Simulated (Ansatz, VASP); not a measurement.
## SnSe in VASP and in Ansatz

```
Sn Se
1.0
     0.00000    2.95789    2.97275
     2.97275    0.00000    2.97275
     2.97275    2.95789    0.00000
Sn Se
1 1
Direct
  0.00000 0.00000 0.00000
  0.50000 0.50000 0.50000
```

Change from the starting cell: strain -0.0050 x Voigt [0, 1, 0, 0, 0, 0], atoms carried along.

Alike in both runs: task single point; functional PBEsol; k mesh 8 × 8 × 8; occupations gaussian, width 0.05 eV; no spin polarisation.

|  | VASP | Ansatz |
| --- | --- | --- |
| version | VASP 6.6.1 | Ansatz 0.2.0 |
| potentials or method | VASP PAW PBE potentials, release 64 (Sn_d, Se), cutoff 520 eV | scalar-relativistic, plane waves, PAW |
| valence electrons in the cell | 20 | 30 |

```tsv
	VASP	Ansatz	Ansatz less VASP
gap on the k mesh at the Fermi level (eV)	0.75	0.75	-0.001
least direct gap on the mesh (eV)	0.84	0.84	-0.002
pressure (GPa)	0.3	0.3	-0.02
traceless stress, the component that is largest in VASP (GPa)	0.47	0.46	-0.002
```

VASP's potentials were made for PBE, not for PBEsol. VASP's potentials hold 20 valence electrons a cell and Ansatz's 30, so a difference there can come from the potentials and not from the codes.
